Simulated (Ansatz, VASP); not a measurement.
ZnSe in VASP and in Ansatz

The input INCAR:

```
ALGO = Normal
EDIFF = 1E-7
ENCUT = 520
GGA = PE
ISIF = 2
ISMEAR = 0
LASPH = T
LCHARG = F
LREAL = F
LWAVE = F
NBANDS = 16
NELM = 80
PREC = Accurate
SIGMA = 0.05
```

File KPOINTS:

```
k-points
0
Gamma
  10 10 10
```

POSCAR

```
ZnSe
1.0
    0.0000000000      3.1809930826      2.2489621094
    3.1809930826      0.0000000000      2.2489621094
    3.1809930826      3.1809930826      0.0000000000
Zn Se
1 1
Direct
    0.0000000000      0.0000000000      0.0000000000
    0.7500000000      0.7500000000      0.7500000000
```

Input for Ansatz:

```yaml
crystal:
  lattice:
    - [0.0, 3.1809930826, 2.2489621094]
    - [3.1809930826, 0.0, 2.2489621094]
    - [3.1809930826, 3.1809930826, 0.0]
  atoms:
    - { symbol: Zn, position: [0.0, 0.0, 0.0] }
    - { symbol: Se, position: [0.75, 0.75, 0.75] }
basis:
  ecutwfc: 420
kpoints:
  mp_grid: { grid: [10, 10, 10] }
hamiltonian:
  xc: pbe
scf:
  occupations: { method: gaussian, width: 0.05 }
output:
  forces: true
  stress: true
  eigenvalues: true
```

Alike in both runs: task single point; functional PBE; k mesh 10 × 10 × 10; occupations gaussian, width 0.05 eV; no spin polarisation.

|  | VASP | Ansatz |
| --- | --- | --- |
| version | VASP 6.6.1 | Ansatz 0.2.0 |
| potentials or method | VASP PAW PBE potentials, release 64 (Zn, Se), cutoff 520 eV | scalar-relativistic, plane waves, PAW |
| valence electrons in the cell | 18 | 28 |

Ansatz gave:

- gap on the k mesh at the Fermi level (eV): 0.46
- least direct gap on the mesh (eV): 0.46
- pressure (GPa): -0.5
- traceless stress, the component that is largest in VASP (GPa): 4.41

Question: Estimate VASP's values.

Answer: gap on the k mesh at the Fermi level (eV): 0.46; least direct gap on the mesh (eV): 0.46; pressure (GPa): -0.3; traceless stress, the component that is largest in VASP (GPa): 4.35.

VASP's potentials hold 18 valence electrons a cell and Ansatz's 28, so a difference there can come from the potentials and not from the codes.
